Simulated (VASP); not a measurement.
# PtS2 (P-3m1) in VASP: notebook

The runs below take PtS2 through single point, with PBE.

Everything below comes from runs of VASP 6.6.1. Logs are shortened: lines on timing, memory, paths and dates and some standing lists are left out, and cuts for length are marked.

### 1 The cell of the first run

It takes space group P-3m1 (No. 164, trigonal). The conventional cell has a = 3.553 Å, b = 3.553 Å, c = 5.123 Å, α = 90.00°, β = 90.00°, γ = 120.00°. Pt (site symmetry -3m) has 6 S at 2.39 Å within 3.2 Å. S (site symmetry 3m) has 3 Pt at 2.39 Å and 3 S at 3.20 Å within 3.2 Å.

### 2 Single point, PBE

The input, INCAR:

```
SYSTEM = PtS2
PREC = Accurate
ENCUT = 520
EDIFF = 1E-6
ISMEAR = 0
SIGMA = 0.01
LREAL = .FALSE.
LASPH = .TRUE.
NELM = 80
ALGO = Normal
ISIF = 2
LWAVE = .FALSE.
LCHARG = .TRUE.
GGA = PE
LELF = .TRUE.
LVHAR = .TRUE.
NBANDS = 18
```

The input, KPOINTS:

```
regular mesh
0
G
  8 8 1
  0 0 0
```

The input, POSCAR:

```
PtS2
1.0
    3.5526415803      0.0000000000      0.0000000000
   -1.7763207902      3.0766778591      0.0000000000
    0.0000000000      0.0000000000      5.1227110450
Pt S
1 2
Direct
    0.0000000000      0.0000000000      0.0000000000
    0.3333333333      0.6666666667      0.2392599773
    0.6666666667      0.3333333333      0.7607400227
```

Potentials or basis: VASP PAW PBE potentials, release 64 (Pt, S).

Command:

```console
$ cat potpaw_PBE.64/Pt/POTCAR potpaw_PBE.64/S/POTCAR > POTCAR
$ mpirun -np 1 vasp_std > vasp.out
```

OUTCAR:

```text
SYSTEM = PtS2
   PREC = Accurate
   ENCUT = 520
   EDIFF = 1E-6
   ISMEAR = 0
   LREAL = .FALSE.
   LASPH = .TRUE.
   NELM = 80
   ISIF = 2
   GGA = PE

 ion  position               nearest neighbor table
   1  0.000  0.000  0.000-   2 2.39   3 2.39   3 2.39   2 2.39   3 2.39   2 2.39
   2  0.333  0.667  0.239-   1 2.39   1 2.39   1 2.39
   3  0.667  0.333  0.761-   1 2.39   1 2.39   1 2.39

  LATTYP: Found a hexagonal cell.
 ALAT       =     3.5526415803
 C/A-ratio  =     1.4419442348

  Lattice vectors:

 A1 = (   3.5526415803,   0.0000000000,   0.0000000000)
 A2 = (  -1.7763207902,   3.0766778591,   0.0000000000)
 A3 = (   0.0000000000,   0.0000000000,   5.1227110450)

Analysis of symmetry for initial positions (statically):
=====================================================================
 Subroutine PRICEL returns:
 Original cell was already a primitive cell.

 Routine SETGRP: Setting up the symmetry group for a
 hexagonal supercell.

 Subroutine GETGRP returns: Found 12 space group operations
 (whereof 12 operations were pure point group operations)
 out of a pool of 24 trial point group operations.

The static configuration has the point symmetry D_3d.

Analysis of symmetry for dynamics (positions and initial velocities):
=====================================================================
 Subroutine PRICEL returns:
 Original cell was already a primitive cell.

 Routine SETGRP: Setting up the symmetry group for a
 hexagonal supercell.

 Subroutine GETGRP returns: Found 12 space group operations
 (whereof 12 operations were pure point group operations)
 out of a pool of 24 trial point group operations.

The dynamic configuration has the point symmetry D_3d.

 Subroutine INISYM returns: Found 12 space group operations
 (whereof 12 operations are pure point group operations),
 and found     1 'primitive' translations

----------------------------------------------------------------------------------------

                                     Primitive cell

  volume of cell :      55.9929

  direct lattice vectors                    reciprocal lattice vectors
     3.552641580  0.000000000  0.000000000     0.281480689  0.162512952  0.000000000
    -1.776320790  3.076677859  0.000000000     0.000000000  0.325025903  0.000000000
     0.000000000  0.000000000  5.122711045     0.000000000  0.000000000  0.195209137

  length of vectors
     3.552641580  3.552641580  5.122711045     0.325025903  0.325025903  0.195209137

  position of ions in fractional coordinates (direct lattice)
     0.000000000  0.000000000  0.000000000
     0.333333333  0.666666667  0.239259977
     0.666666667  0.333333333  0.760740023

  ion indices of the primitive-cell ions
   primitive index   ion index
                 1           1
                 2           2
                 3           3

----------------------------------------------------------------------------------------

 KPOINTS: regular mesh

Automatic generation of k-mesh.
 Grid dimensions read from file:
 generate k-points for:    8    8    1

 Generating k-lattice:

  Cartesian coordinates                     Fractional coordinates (reciprocal lattice)
     0.035185086  0.020314119  0.000000000     0.125000000  0.000000000  0.000000000
     0.000000000  0.040628238  0.000000000     0.000000000  0.125000000  0.000000000
     0.000000000  0.000000000  0.195209137     0.000000000  0.000000000  1.000000000

  Length of vectors
     0.040628238  0.040628238  0.195209137

  Shift w.r.t. Gamma in fractional coordinates (k-lattice)
     0.000000000  0.000000000  0.000000000

 Subroutine IBZKPT returns following result:
 ===========================================

 Found     10 irreducible k-points:

 Following reciprocal coordinates:
            Coordinates               Weight
  0.000000  0.000000  0.000000      1.000000
  0.125000  0.000000  0.000000      6.000000
  0.250000  0.000000  0.000000      6.000000
  0.375000  0.000000  0.000000      6.000000
  0.500000  0.000000  0.000000      3.000000
  0.125000  0.125000  0.000000      6.000000
  0.250000  0.125000  0.000000     12.000000
  0.375000  0.125000  0.000000     12.000000
  0.250000  0.250000  0.000000      6.000000
  0.375000  0.250000  0.000000      6.000000
   k-points           NKPTS =     10   k-points in BZ     NKDIM =     10   number of bands    NBANDS=     18
   number of dos      NEDOS =    301   number of ions     NIONS =      3
   total plane-waves  NPLWV =  31360
   dimension x,y,z NGX =    28 NGY =   28 NGZ =   40
   dimension x,y,z NGXF=    56 NGYF=   56 NGZF=   80
   ions per type =               1   2
   NGX,Y,Z   is equivalent  to a cutoff of  13.10, 13.10, 12.98 a.u.
   NGXF,Y,Z  is equivalent  to a cutoff of  26.21, 26.21, 25.96 a.u.
 SYSTEM =  PtS2
   PREC   = accura    normal or accurate (medium, high low for compatibility)
   ISTART =      0    job   : 0-new  1-cont  2-samecut
   ICHARG =      2    charge: 1-file 2-atom 10-const
   ISPIN  =      1    spin polarized calculation?
   LNONCOLLINEAR =      F non collinear calculations
   LSORBIT =      F    spin-orbit coupling
   LASPH  =      T    aspherical Exc in radial PAW
   ENCUT  =  520.0 eV  38.22 Ry    6.18 a.u.   6.61  6.61  9.52*2*pi/ulx,y,z
   NELM   =     80;   NELMIN=  2; NELMDL= -5     # of ELM steps
   EDIFF  = 0.1E-05   stopping-criterion for ELM
   LREAL  =      F    real-space projection
   EDIFFG = 0.1E-04   stopping-criterion for IOM
   NSW    =      0    number of steps for IOM
   IBRION =     -1    ionic relax: 0-MD 1-quasi-New 2-CG
   NFREE  =      0    steps in history (QN), initial steepest desc. (CG)
   ISIF   =      2    stress and relaxation
   ISYM   =      2    0-nonsym 1-usesym 2-fastsym
   POTIM  = 0.5000    time-step for ionic-motion
   TEBEG  =    0.0;   TEEND  =   0.0 temperature during run
   PSTRESS=    0.0 pullay stress
   NELECT =      22.0000    total number of electrons
   NUPDOWN=      -1.0000    fix difference up-down
   EMIN   =  10.00;   EMAX   =-10.00  energy-range for DOS
   EFERMI =   0.00;   METHOD = LEGACY
   ISMEAR =     0;   SIGMA  =   0.01  broadening in eV -4-tet -1-fermi 0-gaus
   EFERMI_NEDOS =   21; number of points for ismear=-14 and -15
   IALGO  =     38    algorithm
   IMIX   =      4    mixing-type and parameters
     AMIX     =   0.40;   BMIX     =  1.00
     AMIX_MAG =   1.60;   BMIX_MAG =  1.00
  volume/ion in A,a.u.               =      18.66       125.95
  Fermi-wavevector in a.u.,A,eV,Ry     =   1.199052  2.265879 19.561441  1.437725
  Thomas-Fermi vector in A             =   2.334925
   LORBIT       =      0    0 simple, 1 ext, 2 COOP (PROOUT), +10 PAW based schemes
   GGA     = PE    functional components
   LHFCALC =     F    Hartree Fock is set to
   AEXX    =    0.0000 exact exchange contribution
   IVDW    =     0    specifies the selected vdW correction
   LEPSILON=     F    determine dielectric tensor
   LRPA    =     F    only Hartree local field effects (RPA)
 non-spin polarized calculation
 Gauss-broadening in eV      SIGMA  =   0.01
  energy-cutoff  :      520.00
  volume of cell :       55.99
 maximum number of plane-waves:      1531
 NGX is ok and might be reduce to    28
   NGX = 13   NGY = 13   NGZ = 19

 number of electron      21.9999996 magnetization

 Free energy of the ion-electron system (eV)
  ---------------------------------------------------
  ext. energy  EPLUGINS =         0.00000000
  ---------------------------------------------------
  free energy    TOTEN  =       -15.45594324 eV

  energy without entropy =      -15.45594324  energy(sigma->0) =      -15.45594324

 E-fermi :   6.5013     XC(G=0): -10.5266

 val. band max:        6.4227598513   @ k =   0.0000   0.0000   0.0000
 cond. band min:       7.2483384665   @ k =   0.2500   0.2500   0.0000
 fundamental gap:      0.8255786152
 Fermi energy:         6.5012623608

 k-point     1 :       0.0000    0.0000    0.0000
  band No.  band energies     occupation
      1      -8.6904      2.00000
      2      -5.8733      2.00000
      3      -0.3635      2.00000
      4      -0.0614      2.00000
      5      -0.0614      2.00000
      6       2.6612      2.00000
[... 10 lines left out ...]
     17      14.5151      0.00000
     18      18.8183      0.00000

 k-point     2 :       0.1250    0.0000    0.0000
  band No.  band energies     occupation
      1      -8.4945      2.00000
      2      -5.9628      2.00000
      3      -0.1617      2.00000
      4       0.0622      2.00000
      5       0.0749      2.00000
      6       2.3655      2.00000
[... 10 lines left out ...]
     17      15.1044      0.00000
     18      17.1256      0.00000

 k-point     3 :       0.2500    0.0000    0.0000
  band No.  band energies     occupation
      1      -7.9583      2.00000
      2      -6.1755      2.00000
      3       0.1951      2.00000
      4       0.3469      2.00000
      5       0.6119      2.00000
      6       1.4141      2.00000
[... 10 lines left out ...]
     17      15.5171      0.00000
     18      15.7319      0.00000

 k-point     4 :       0.3750    0.0000    0.0000
  band No.  band energies     occupation
      1      -7.2673      2.00000
      2      -6.4105      2.00000
      3      -0.2505      2.00000
      4       0.5543      2.00000
      5       1.0769      2.00000
      6       1.5845      2.00000
[... 10 lines left out ...]
     17      14.9859      0.00000
     18      16.5354      0.00000

 k-point     5 :       0.5000    0.0000    0.0000
  band No.  band energies     occupation
      1      -6.8192      2.00000
      2      -6.6086      2.00000
      3      -0.7576      2.00000
      4       0.5981      2.00000
      5       1.3270      2.00000
      6       2.2673      2.00000
[... 10 lines left out ...]
     17      14.6618      0.00000
     18      17.6724      0.00000

 k-point     6 :       0.1250    0.1250    0.0000
  band No.  band energies     occupation
      1      -8.1273      2.00000
      2      -6.1120      2.00000
      3       0.1569      2.00000
      4       0.2978      2.00000
      5       0.3355      2.00000
      6       1.9684      2.00000
[... 10 lines left out ...]
     17      15.7985      0.00000
     18      16.0268      0.00000

 k-point     7 :       0.2500    0.1250    0.0000
  band No.  band energies     occupation
      1      -7.5046      2.00000
      2      -6.3230      2.00000
      3       0.2700      2.00000
      4       0.4215      2.00000
      5       0.9933      2.00000
      6       1.2352      2.00000
[... 10 lines left out ...]
     17      15.1005      0.00000
     18      16.1137      0.00000

 k-point     8 :       0.3750    0.1250    0.0000
  band No.  band energies     occupation
      1      -6.8985      2.00000
      2      -6.5270      2.00000
      3      -0.4787      2.00000
      4       0.4969      2.00000
      5       1.3133      2.00000
      6       1.9123      2.00000
[... 10 lines left out ...]
     17      15.7786      0.00000
     18      16.6841      0.00000

 k-point     9 :       0.2500    0.2500    0.0000
  band No.  band energies     occupation
      1      -6.9523      2.00000
      2      -6.4709      2.00000
      3      -0.0348      2.00000
      4       0.5809      2.00000
      5       0.7864      2.00000
      6       1.6463      2.00000
[... 10 lines left out ...]
     17      15.8343      0.00000
     18      15.8688      0.00000

 k-point    10 :       0.3750    0.2500    0.0000
  band No.  band energies     occupation
      1      -6.6113      2.00000
      2      -6.6029      2.00000
      3      -0.2341      2.00000
      4       0.3994      2.00000
      5       0.7898      2.00000
      6       1.8775      2.00000
[... 10 lines left out ...]
     17      15.9916      0.00000
     18      16.8141      0.00000

------------------------ aborting loop because EDIFF is reached ----------------------------------------

  FORCE on cell =-STRESS in cart. coord.  units (eV):
  Direction    XX          YY          ZZ          XY          YZ          ZX
  --------------------------------------------------------------------------------------
  -------------------------------------------------------------------------------------
  Total        0.9392602      0.9392602      0.8470694     -0.0000000     -0.0000000      0.0000000
  in kB       26.8759139     26.8759139     24.2379719     -0.0000000     -0.0000000      0.0000000
  external PRESSURE =      25.9965999 kB  Pullay stress =       0.0000000 kB

 VOLUME and BASIS-vectors are now :
 -----------------------------------------------------------------------------
  energy-cutoff  :      520.00
  volume of cell :       55.99
      direct lattice vectors                 reciprocal lattice vectors
     3.552641580  0.000000000  0.000000000     0.281480689  0.162512952  0.000000000
    -1.776320790  3.076677859  0.000000000     0.000000000  0.325025903  0.000000000
     0.000000000  0.000000000  5.122711045     0.000000000  0.000000000  0.195209137

 POSITION                                       TOTAL-FORCE (eV/Angst)
 -----------------------------------------------------------------------------------
      0.00000      0.00000      0.00000         0.000000      0.000000      0.000000
     -0.00000      2.05112      1.22566        -0.000000     -0.000000      0.184892
      1.77632      1.02556      3.89705         0.000000      0.000000     -0.184892
 -----------------------------------------------------------------------------------
    total drift:                                0.000000     -0.000000      0.000000

  FREE ENERGIE OF THE ION-ELECTRON SYSTEM (eV)
  ---------------------------------------------------
  free  energy   TOTEN  =       -15.4559432424 eV

  energy  without entropy=      -15.4559432424  energy(sigma->0) =      -15.45594324
```

It took 10 s on 1 thread of Intel Xeon Platinum 8375C at 2.90GHz (Ice Lake), shared host; peak memory 0.17 GiB.

Results:

- Free energy: -15.4559 eV
- Pressure: 2.6 GPa
- Largest force: 0.185 eV/Å
- Band gap on the k mesh: 0.83 eV, indirect (least direct gap 1.50 eV)

Forces on the atoms (eV/Å):
```
Pt   0.000  0.000  0.000
S    0.000  0.000  0.185
S    0.000  0.000 -0.185
```

Caveat: the k points lie up to 1.23 Å⁻¹ apart; spin-orbit coupling is left out, which moves the levels of the heavy elements. A hybrid or GW would open this gap; PBE tends to underestimate it.

### 3 Single point, PBE

The input, INCAR:

```
SYSTEM = PtS2
  ALGO = Normal
  EDIFF = 1E-7
  ENCUT = 520
  GGA = PE
  ISIF = 2
  ISMEAR = 0
  LASPH = .TRUE.
  LCHARG = .FALSE.
  LREAL = .FALSE.
  LWAVE = .FALSE.
  NBANDS = 18
  NELM = 60
  PREC = Accurate
  SIGMA = 0.01
```

The input, KPOINTS:

```
k-points
0
G
  6 6 4
  0 0 0
```

POSCAR is that of step 2.

Potentials or basis: VASP PAW PBE potentials, release 64 (Pt, S).

Command:

```console
$ cat potpaw_PBE.64/Pt/POTCAR potpaw_PBE.64/S/POTCAR > POTCAR
$ mpirun -np 1 vasp_std > vasp.out
```

It took 22 s on 1 thread of Intel Xeon Platinum 8375C at 2.90GHz (Ice Lake), shared host; peak memory 0.18 GiB.

It converged, with:

- Free energy: -15.3945 eV
- Pressure: 3.2 GPa
- Largest force: 0.026 eV/Å
- Band gap on the k mesh: 0.85 eV, indirect (least direct gap 1.42 eV)

Forces on the atoms (eV/Å):
```
Pt   0.000  0.000  0.000
S    0.000  0.000  0.026
S    0.000  0.000 -0.026
```

Stress tensor (GPa, compression positive):
```
3.65 0.00 0.00
0.00 3.65 0.00
0.00 0.00 2.36
```

Levels at points of the mesh, in eV from the valence-band top:
```
           k point  band 9  band 10  band 11  band 12  band 13  band 14
(0.00, 0.00, 0.00)   -1.01    -1.01     0.00     2.14     2.14     4.79
(0.50, 0.00, 0.00)   -2.99    -2.90    -2.38     1.58     2.59     5.46
(0.00, 0.00, 0.50)   -1.24    -1.24    -1.08     2.66     2.66     5.59
(0.50, 0.00, 0.50)   -2.68    -2.63    -1.40     1.78     2.25     5.10
```

Caveat: spin-orbit coupling is left out, which moves the levels of the heavy elements.

### 4 Single point, PBE

The input, INCAR:

```
SYSTEM = PtS2
  ALGO = Normal
  EDIFF = 1E-7
  ENCUT = 520
  GGA = PE
  ISIF = 2
  ISMEAR = 0
  LASPH = .TRUE.
  LCHARG = .TRUE.
  LELF = .TRUE.
  LREAL = .FALSE.
  LVHAR = .TRUE.
  LWAVE = .FALSE.
  NBANDS = 18
  NELM = 100
  PREC = Accurate
  SIGMA = 0.05
```

KPOINTS is that of step 3.

POSCAR is that of step 3.

Command:

```console
$ cat potpaw_PBE.64/Pt/POTCAR potpaw_PBE.64/S/POTCAR > POTCAR
$ mpirun -np 1 vasp_std > vasp.out
```

Run time: 24 s. Hardware: 1 thread of Intel Xeon Platinum 8375C at 2.90GHz (Ice Lake), shared host; peak memory 0.19 GiB.

It converged, with:

| Quantity | Value |
| --- | --- |
| Free energy | -15.3945 eV |
| Pressure | 3.2 GPa |
| Largest force | 0.026 eV/Å |
| Band gap on the k mesh | 0.85 eV, indirect (least direct gap 1.42 eV) |

Forces on the atoms (eV/Å):
```
Pt   0.000  0.000  0.000
S    0.000  0.000  0.026
S    0.000  0.000 -0.026
```

Stress tensor (GPa, compression positive):
```
3.65 0.00 0.00
0.00 3.65 0.00
0.00 0.00 2.36
```

Levels at points of the mesh, in eV from the valence-band top:
| k point | band 8 | band 9 | band 10 | band 11 | band 12 | band 13 | band 14 | band 15 |
| --- | --- | --- | --- | --- | --- | --- | --- | --- |
| (0.00, 0.00, 0.00) | -1.95 | -1.01 | -1.01 | 0.00 | 2.14 | 2.14 | 4.79 | 5.45 |
| (0.50, 0.00, 0.00) | -3.07 | -2.99 | -2.90 | -2.38 | 1.58 | 2.59 | 5.46 | 6.49 |
| (0.00, 0.00, 0.50) | -2.55 | -1.24 | -1.24 | -1.08 | 2.66 | 2.66 | 5.59 | 7.10 |
| (0.50, 0.00, 0.50) | -3.00 | -2.68 | -2.63 | -1.40 | 1.78 | 2.25 | 5.10 | 5.51 |

Caveat: spin-orbit coupling is left out, which moves the levels of the heavy elements.

### 5 Overview

```csv
k mesh,smearing,gap on the mesh (eV),pressure (GPa),largest force (eV/Å)
8 × 8 × 1,gaussian 0.01 eV,0.83,2.6,0.18
6 × 6 × 4,gaussian 0.01 eV,0.85,3.2,0.03
6 × 6 × 4,gaussian 0.05 eV,0.85,3.2,0.03
```

Alike in all rows: task single point; level PBE; potentials or basis VASP PAW PBE potentials, release 64 (Pt, S); no spin polarisation; cell as given; cutoff (eV) 520.

Caveats: some runs use coarse meshes; spin-orbit coupling is left out, which moves the levels of the heavy elements.

Absolute energies hang on the potentials; compare differences alone.
